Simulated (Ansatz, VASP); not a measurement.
Ge in VASP and in Ansatz

```
Ge
1.0
     0.00000    2.76037    2.76037
     2.76037    0.00000    2.76037
     2.76037    2.76037    0.00000
Ge
2
Direct
  0.50000 0.50000 0.50000
  0.75000 0.75000 0.75000
```

Alike in both runs: task single point; functional PBE; k mesh 14 × 14 × 14; occupations gaussian, width 0.15 eV; no spin polarisation.

```csv
,VASP,Ansatz
version,VASP 6.6.1,Ansatz 0.2.0
potentials or method,"VASP PAW PBE potentials, release 64 (Ge_d), cutoff 520 eV","scalar-relativistic, plane waves, PAW"
valence electrons in the cell,28,28
```

|  | VASP | Ansatz | Ansatz less VASP |
| --- | --- | --- | --- |
| gap on the k mesh at the Fermi level (eV) | 0.42 | 0.41 | -0.006 |
| least direct gap on the mesh (eV) | 0.73 | 0.72 | -0.008 |
| pressure (GPa) | 10.2 | 10.3 | +0.07 |
